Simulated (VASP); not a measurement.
# Lu (Fm-3m) in VASP: a series of runs

The runs below take Lu through single point, with PBE.

Program: VASP 6.6.1. These are calculated values, not measurements. Logs are shortened: lines on timing, memory, paths and dates and some standing lists are left out, and cuts for length are marked.

### Step 1. The cell of the first run

It takes space group Fm-3m (No. 225, cubic). Conventional cell: a = 4.748 Å, b = 4.748 Å, c = 4.748 Å, α = 90.00°, β = 90.00°, γ = 90.00°. Lu (site symmetry m-3m) has 12 Lu at 3.36 Å within 4.4 Å.

### Step 2. Single point, PBE (volume scaled by 0.92)

INCAR reads:

```
  PREC = Accurate
  ENCUT = 520
  EDIFF = 1E-7
  ISMEAR = -1
  SIGMA = 0.1
  LREAL = F
  LASPH = T
  NELM = 60
  ALGO = Normal
  ISIF = 2
  LWAVE = F
  LCHARG = T
  GGA = PE
  LELF = T
  LVHAR = T
  NBANDS = 18
```

KPOINTS reads:

```
regular mesh
0
Gamma
  15 15 15
```

POSCAR reads:

```
Lu
1.0
    0.0000000000      2.3740120599      2.3740120599
    2.3740120599      0.0000000000      2.3740120599
    2.3740120599      2.3740120599      0.0000000000
Lu
1
Direct
    0.0000000000      0.0000000000      0.0000000000
```

Potentials or basis: VASP PAW PBE potentials, release 64 (Lu).

Launch:

```bash
$ cat potpaw_PBE.64/Lu/POTCAR > POTCAR
$ mpirun -np 1 vasp_std > vasp.out
```

OUTCAR:

```text
PREC = Accurate
   ENCUT = 520
   EDIFF = 1E-7
   ISMEAR = -1
   LREAL = F
   LASPH = T
   NELM = 60
   ISIF = 2
   GGA = PE

 ion  position               nearest neighbor table
   1  0.000  0.000  0.000-

  LATTYP: Found a face centered cubic cell.
 ALAT       =     4.7480241198

  Lattice vectors:

 A1 = (   0.0000000000,   2.3740120599,   2.3740120599)
 A2 = (   2.3740120599,   0.0000000000,   2.3740120599)
 A3 = (   2.3740120599,   2.3740120599,   0.0000000000)

Analysis of symmetry for initial positions (statically):
=====================================================================
 Subroutine PRICEL returns:
 Original cell was already a primitive cell.

 Routine SETGRP: Setting up the symmetry group for a
 face centered cubic supercell.

 Subroutine GETGRP returns: Found 48 space group operations
 (whereof 48 operations were pure point group operations)
 out of a pool of 48 trial point group operations.

The static configuration has the point symmetry O_h .

Analysis of symmetry for dynamics (positions and initial velocities):
=====================================================================
 Subroutine PRICEL returns:
 Original cell was already a primitive cell.

 Routine SETGRP: Setting up the symmetry group for a
 face centered cubic supercell.

 Subroutine GETGRP returns: Found 48 space group operations
 (whereof 48 operations were pure point group operations)
 out of a pool of 48 trial point group operations.

The dynamic configuration has the point symmetry O_h .

 Subroutine INISYM returns: Found 48 space group operations
 (whereof 48 operations are pure point group operations),
 and found     1 'primitive' translations

----------------------------------------------------------------------------------------

                                     Primitive cell

  volume of cell :      26.7595

  direct lattice vectors                    reciprocal lattice vectors
     0.000000000  2.374012060  2.374012060    -0.210613926  0.210613926  0.210613926
     2.374012060  0.000000000  2.374012060     0.210613926 -0.210613926  0.210613926
     2.374012060  2.374012060  0.000000000     0.210613926  0.210613926 -0.210613926

  length of vectors
     3.357360052  3.357360052  3.357360052     0.364794020  0.364794020  0.364794020

  position of ions in fractional coordinates (direct lattice)
     0.000000000  0.000000000  0.000000000

  ion indices of the primitive-cell ions
   primitive index   ion index
                 1           1

----------------------------------------------------------------------------------------

 KPOINTS: regular mesh

Automatic generation of k-mesh.
 Grid dimensions read from file:
 generate k-points for:   15   15   15

 Generating k-lattice:

  Cartesian coordinates                     Fractional coordinates (reciprocal lattice)
    -0.014040928  0.014040928  0.014040928     0.066666667  0.000000000  0.000000000
     0.014040928 -0.014040928  0.014040928     0.000000000  0.066666667  0.000000000
     0.014040928  0.014040928 -0.014040928     0.000000000  0.000000000  0.066666667

  Length of vectors
     0.024319601  0.024319601  0.024319601

  Shift w.r.t. Gamma in fractional coordinates (k-lattice)
     0.000000000  0.000000000  0.000000000

 Subroutine IBZKPT returns following result:
 ===========================================

 Found    120 irreducible k-points:

 Following reciprocal coordinates:
            Coordinates               Weight
  0.000000  0.000000  0.000000      1.000000
  0.066667  0.000000  0.000000      8.000000
  0.133333  0.000000  0.000000      8.000000
  0.200000  0.000000  0.000000      8.000000
  0.266667  0.000000  0.000000      8.000000
  0.333333  0.000000  0.000000      8.000000
[... 16 lines left out ...]
  0.133333  0.133333  0.000000      6.000000
  0.200000  0.133333  0.000000     24.000000
 [... further k-points ...]
   k-points           NKPTS =    120   k-points in BZ     NKDIM =    120   number of bands    NBANDS=     18
   number of dos      NEDOS =    301   number of ions     NIONS =      1
   total plane-waves  NPLWV =  21952
   dimension x,y,z NGX =    28 NGY =   28 NGZ =   28
   dimension x,y,z NGXF=    56 NGYF=   56 NGZF=   56
   ions per type =               1
   NGX,Y,Z   is equivalent  to a cutoff of  13.86, 13.86, 13.86 a.u.
   NGXF,Y,Z  is equivalent  to a cutoff of  27.73, 27.73, 27.73 a.u.
 SYSTEM =  unknown system
   PREC   = accura    normal or accurate (medium, high low for compatibility)
   ISTART =      0    job   : 0-new  1-cont  2-samecut
   ICHARG =      2    charge: 1-file 2-atom 10-const
   ISPIN  =      1    spin polarized calculation?
   LNONCOLLINEAR =      F non collinear calculations
   LSORBIT =      F    spin-orbit coupling
   LASPH  =      T    aspherical Exc in radial PAW
   ENCUT  =  520.0 eV  38.22 Ry    6.18 a.u.   6.24  6.24  6.24*2*pi/ulx,y,z
   NELM   =     60;   NELMIN=  2; NELMDL= -5     # of ELM steps
   EDIFF  = 0.1E-06   stopping-criterion for ELM
   LREAL  =      F    real-space projection
   EDIFFG = 0.1E-05   stopping-criterion for IOM
   NSW    =      0    number of steps for IOM
   IBRION =     -1    ionic relax: 0-MD 1-quasi-New 2-CG
   NFREE  =      0    steps in history (QN), initial steepest desc. (CG)
   ISIF   =      2    stress and relaxation
   ISYM   =      2    0-nonsym 1-usesym 2-fastsym
   POTIM  = 0.5000    time-step for ionic-motion
   TEBEG  =    0.0;   TEEND  =   0.0 temperature during run
   PSTRESS=    0.0 pullay stress
   NELECT =      25.0000    total number of electrons
   NUPDOWN=      -1.0000    fix difference up-down
   EMIN   =  10.00;   EMAX   =-10.00  energy-range for DOS
   EFERMI =   0.00;   METHOD = LEGACY
   ISMEAR =    -1;   SIGMA  =   0.10  broadening in eV -4-tet -1-fermi 0-gaus
   EFERMI_NEDOS =   21; number of points for ismear=-14 and -15
   IALGO  =     38    algorithm
   IMIX   =      4    mixing-type and parameters
     AMIX     =   0.40;   BMIX     =  1.00
     AMIX_MAG =   1.60;   BMIX_MAG =  1.00
  volume/ion in A,a.u.               =      26.76       180.58
  Fermi-wavevector in a.u.,A,eV,Ry     =   1.600400  3.024318 34.848338  2.561281
  Thomas-Fermi vector in A             =   2.697542
   LORBIT       =      0    0 simple, 1 ext, 2 COOP (PROOUT), +10 PAW based schemes
   GGA     = PE    functional components
   LHFCALC =     F    Hartree Fock is set to
   AEXX    =    0.0000 exact exchange contribution
   IVDW    =     0    specifies the selected vdW correction
   LEPSILON=     F    determine dielectric tensor
   LRPA    =     F    only Hartree local field effects (RPA)
 non-spin polarized calculation
  energy-cutoff  :      520.00
  volume of cell :       26.76
 maximum number of plane-waves:       745
 NGX is ok and might be reduce to    28
   NGX = 13   NGY = 13   NGZ = 13

 number of electron      24.9999995 magnetization

 Free energy of the ion-electron system (eV)
  ---------------------------------------------------
  ext. energy  EPLUGINS =         0.00000000
  ---------------------------------------------------
  free energy    TOTEN  =        -4.47347993 eV

  energy without entropy =       -4.42914701  energy(sigma->0) =       -4.45131347

 E-fermi :   2.6227     XC(G=0): -11.0738

 val. band max:        2.6061196067   @ k =   0.4000   0.2667   0.0667
 cond. band min:       2.6364563623   @ k =   0.4000   0.2000   0.0000
 fundamental gap:      0.0303367556
 Fermi energy:         2.6227057680

 k-point     1 :       0.0000    0.0000    0.0000
  band No.  band energies     occupation
      1     -53.4224      2.00000
      2     -23.7879      2.00000
      3     -23.7879      2.00000
      4     -23.7879      2.00000
      5      -3.6742      2.00000
      6      -2.2874      2.00000
[... 10 lines left out ...]
     17       7.5773      0.00000
     18      13.2581      0.00000

 k-point     2 :       0.0667    0.0000    0.0000
  band No.  band energies     occupation
      1     -53.4206      2.00000
      2     -23.8181      2.00000
      3     -23.7917      2.00000
      4     -23.7917      2.00000
      5      -3.5384      2.00000
      6      -2.2844      2.00000
[... 10 lines left out ...]
     17       7.4951      0.00000
     18      13.5769      0.00000

 k-point     3 :       0.1333    0.0000    0.0000
  band No.  band energies     occupation
      1     -53.4152      2.00000
      2     -23.9026      2.00000
      3     -23.8025      2.00000
      4     -23.8025      2.00000
      5      -3.1450      2.00000
      6      -2.2762      2.00000
[... 10 lines left out ...]
     17       7.3328      0.00000
     18      14.2766      0.00000

 k-point     4 :       0.2000    0.0000    0.0000
  band No.  band energies     occupation
      1     -53.4074      2.00000
      2     -24.0247      2.00000
      3     -23.8183      2.00000
      4     -23.8183      2.00000
      5      -2.5386      2.00000
      6      -2.2656      2.00000
[... 10 lines left out ...]
     17       7.3167      0.00000
     18      13.7673      0.00000

 k-point     5 :       0.2667    0.0000    0.0000
  band No.  band energies     occupation
      1     -53.3983      2.00000
      2     -24.1615      2.00000
      3     -23.8364      2.00000
      4     -23.8364      2.00000
      5      -2.2610      2.00000
      6      -2.2216      2.00000
[... 10 lines left out ...]
     17       7.6529      0.00000
     18      12.9297      0.00000

 k-point     6 :       0.3333    0.0000    0.0000
  band No.  band energies     occupation
      1     -53.3897      2.00000
      2     -24.2891      2.00000
      3     -23.8537      2.00000
      4     -23.8537      2.00000
      5      -2.2634      2.00000
      6      -2.2096      2.00000
[... 307 lines left out ...]
 k-point    21 :      -0.1333    0.0667    0.0000
  band No.  band energies     occupation
      1     -53.4114      2.00000
      2     -23.9516      2.00000
      3     -23.8303      2.00000
      4     -23.8020      2.00000
      5      -2.8504      2.00000
      6      -2.2700      2.00000
[... 10 lines left out ...]
     17       7.6097      0.00000
     18      14.5645      0.00000

 k-point    22 :      -0.0667    0.0667    0.0000
  band No.  band energies     occupation
      1     -53.4175      2.00000
      2     -23.8601      2.00000
      3     -23.8089      2.00000
      4     -23.7930      2.00000
      5      -3.3165      2.00000
      6      -2.2796      2.00000
[... 10 lines left out ...]
     17       7.5618      0.00000
     18      14.0678      0.00000

 k-point    23 :       0.1333    0.1333    0.0000
  band No.  band energies     occupation
      1     -53.4128      2.00000
      2     -23.8998      2.00000
      3     -23.8275      2.00000
      4     -23.8275      2.00000
      5      -2.9689      2.00000
      6      -2.2715      2.00000
[... 10 lines left out ...]
     17       7.8530      0.00000
     18      14.8405      0.00000

 k-point    24 :       0.2000    0.1333    0.0000
  band No.  band energies     occupation
      1     -53.4070      2.00000
      2     -23.9793      2.00000
      3     -23.8476      2.00000
      4     -23.8423      2.00000
      5      -2.5186      2.00000
      6      -2.2616      2.00000
[... 10 lines left out ...]
     17       7.9798      0.00000
     18      15.3377      0.00000

 [... further k-points ...]
[... 5 lines left out ...]
  --------------------------------------------------------------------------------------
  -------------------------------------------------------------------------------------
  Total        0.7012444      0.7012444      0.7012444      0.0000000      0.0000000      0.0000000
  in kB       41.9856810     41.9856810     41.9856810      0.0000000      0.0000000      0.0000000
  external PRESSURE =      41.9856810 kB  Pullay stress =       0.0000000 kB

 VOLUME and BASIS-vectors are now :
 -----------------------------------------------------------------------------
  energy-cutoff  :      520.00
  volume of cell :       26.76
      direct lattice vectors                 reciprocal lattice vectors
     0.000000000  2.374012060  2.374012060    -0.210613926  0.210613926  0.210613926
     2.374012060  0.000000000  2.374012060     0.210613926 -0.210613926  0.210613926
     2.374012060  2.374012060  0.000000000     0.210613926  0.210613926 -0.210613926

 POSITION                                       TOTAL-FORCE (eV/Angst)
 -----------------------------------------------------------------------------------
      0.00000      0.00000      0.00000         0.000000     -0.000000      0.000000
 -----------------------------------------------------------------------------------
    total drift:                               -0.000000     -0.000000     -0.000000

  FREE ENERGIE OF THE ION-ELECTRON SYSTEM (eV)
  ---------------------------------------------------
  free  energy   TOTEN  =        -4.4734799281 eV

  energy  without entropy=       -4.4291470142  energy(sigma->0) =       -4.45131347
```

It took 67 s on 1 thread of AMD EPYC 7R13 (Zen 3), shared host; peak memory 0.18 GiB.

What came out:

- Free energy: -4.4735 eV
- Pressure: 4.2 GPa

Caveat: the cell differs from its parent crystal (volume scaled by 0.92); spin-orbit coupling is left out, which moves the levels of the heavy elements.

### Step 3. Single point, PBE (volume scaled by 0.92)

INCAR reads:

```
SYSTEM = Lu
PREC = Accurate
ENCUT = 520
EDIFF = 1E-6
ISMEAR = -1
SIGMA = 0.1
LREAL = .False.
LASPH = .True.
NELM = 100
ALGO = Normal
ISIF = 2
LWAVE = .False.
LCHARG = .False.
GGA = PE
NBANDS = 18
```

KPOINTS reads:

```
Automatic mesh
0
Gamma
  15 15 15
  0 0 0
```

POSCAR is that of step 2.

Potentials or basis: VASP PAW PBE potentials, release 64 (Lu).

Launch:

```bash
$ cat potpaw_PBE.64/Lu/POTCAR > POTCAR
$ mpirun -np 1 vasp_std > vasp.out
```

Run time: 89 s. Hardware: 1 thread of AMD EPYC 7R13 (Zen 3), shared host; peak memory 0.18 GiB.

Results (log left out):

```yaml
Free_energy: -4.4735 eV
Pressure: 4.2 GPa
```

Levels at points of the mesh, in eV from the Fermi level:
| k point | band 9 | band 10 | band 11 | band 12 | band 13 | band 14 | band 15 | band 16 |
| --- | --- | --- | --- | --- | --- | --- | --- | --- |
| (0.00, 0.00, 0.00) | -4.85 | -4.75 | -4.75 | -4.75 | 2.33 | 2.33 | 2.33 | 4.95 |

Caveat: the cell differs from its parent crystal (volume scaled by 0.92); spin-orbit coupling is left out, which moves the levels of the heavy elements.

### Step 4. Single point, PBE

This run uses another cell than the first one, of 29.09 Å³/atom, 1.087 times its volume.

INCAR reads:

```
ALGO = Normal
EDIFF = 1E-6
ENCUT = 520
GGA = PE
ISIF = 2
ISMEAR = -1
LASPH = True
LCHARG = True
LELF = True
LREAL = False
LVHAR = True
LWAVE = False
NBANDS = 18
NELM = 60
PREC = Accurate
SIGMA = 0.1
```

KPOINTS reads:

```
k-points
0
Gamma
  15 15 15
```

POSCAR reads:

```
Lu
1.0
    0.0000000000      2.4409205575      2.4409205575
    2.4409205575      0.0000000000      2.4409205575
    2.4409205575      2.4409205575      0.0000000000
Lu
1
Direct
    0.0000000000      0.0000000000      0.0000000000
```

Potentials or basis: VASP PAW PBE potentials, release 64 (Lu).

Launch:

```bash
$ cat potpaw_PBE.64/Lu/POTCAR > POTCAR
$ mpirun -np 1 vasp_std > vasp.out
```

OUTCAR:

```text
EDIFF = 1E-6
   ENCUT = 520
   GGA = PE
   ISIF = 2
   ISMEAR = -1
   LASPH = True
   LREAL = False
   NELM = 60
   PREC = Accurate

 ion  position               nearest neighbor table
   1  0.000  0.000  0.000-

  LATTYP: Found a face centered cubic cell.
 ALAT       =     4.8818411150

  Lattice vectors:

 A1 = (   0.0000000000,   2.4409205575,   2.4409205575)
 A2 = (   2.4409205575,   0.0000000000,   2.4409205575)
 A3 = (   2.4409205575,   2.4409205575,   0.0000000000)

Analysis of symmetry for initial positions (statically):
=====================================================================
 Subroutine PRICEL returns:
 Original cell was already a primitive cell.

 Routine SETGRP: Setting up the symmetry group for a
 face centered cubic supercell.

 Subroutine GETGRP returns: Found 48 space group operations
 (whereof 48 operations were pure point group operations)
 out of a pool of 48 trial point group operations.

The static configuration has the point symmetry O_h .

Analysis of symmetry for dynamics (positions and initial velocities):
[... 148 lines left out ...]

 Free energy of the ion-electron system (eV)
  ---------------------------------------------------
  ext. energy  EPLUGINS =         0.00000000
  ---------------------------------------------------
  free energy    TOTEN  =        -4.50419649 eV

  energy without entropy =       -4.45289947  energy(sigma->0) =       -4.47854798

 E-fermi :   2.2847     XC(G=0): -10.6690

 val. band max:        2.2492816609   @ k =  -0.4667   0.2667   0.1333
 cond. band min:       2.2884273764   @ k =  -0.2667   0.3333   0.0667
 fundamental gap:      0.0391457155
 Fermi energy:         2.2846665235

 k-point     1 :       0.0000    0.0000    0.0000
  band No.  band energies     occupation
      1     -53.9406      2.00000
      2     -24.3642      2.00000
      3     -24.3642      2.00000
      4     -24.3642      2.00000
      5      -3.7970      2.00000
      6      -2.7457      2.00000
[... 481 lines left out ...]
      5      -2.7442      2.00000
      6      -2.7244      2.00000
[... 10 lines left out ...]
     17       7.2784      0.00000
     18      14.3860      0.00000

 [... further k-points ...]
[... 5 lines left out ...]
  --------------------------------------------------------------------------------------
  -------------------------------------------------------------------------------------
  Total        0.0284804      0.0284804      0.0284804     -0.0000000      0.0000000      0.0000000
  in kB        1.5687947      1.5687947      1.5687947     -0.0000000      0.0000000      0.0000000
  external PRESSURE =       1.5687947 kB  Pullay stress =       0.0000000 kB

 VOLUME and BASIS-vectors are now :
 -----------------------------------------------------------------------------
  energy-cutoff  :      520.00
  volume of cell :       29.09
      direct lattice vectors                 reciprocal lattice vectors
     0.000000000  2.440920558  2.440920558    -0.204840751  0.204840751  0.204840751
     2.440920558  0.000000000  2.440920558     0.204840751 -0.204840751  0.204840751
     2.440920558  2.440920558  0.000000000     0.204840751  0.204840751 -0.204840751

 POSITION                                       TOTAL-FORCE (eV/Angst)
 -----------------------------------------------------------------------------------
      0.00000      0.00000      0.00000         0.000000      0.000000      0.000000
 -----------------------------------------------------------------------------------
    total drift:                               -0.000000     -0.000000     -0.000000

  FREE ENERGIE OF THE ION-ELECTRON SYSTEM (eV)
  ---------------------------------------------------
  free  energy   TOTEN  =        -4.5041964920 eV

  energy  without entropy=       -4.4528994656  energy(sigma->0) =       -4.47854798
```

stdout:

```text
POSCAR found type information on POSCAR Lu
 POSCAR found :  1 types and       1 ions
 scaLAPACK will be used
 LDA part: xc-table for (Slater+PW92), standard interpolation
 POSCAR, INCAR and KPOINTS ok, starting setup
 FFT: planning ... GRIDC
 FFT: planning ... GRID_SOFT
 FFT: planning ... GRID
 WAVECAR not read
 entering main loop
```

Run time: 1.8 min. Hardware: 1 thread of AMD EPYC 7R13 (Zen 3), shared host; peak memory 0.18 GiB.

What came out:

```yaml
Free_energy: -4.5042 eV
Pressure: 0.2 GPa
```

Caveat: spin-orbit coupling is left out, which moves the levels of the heavy elements.
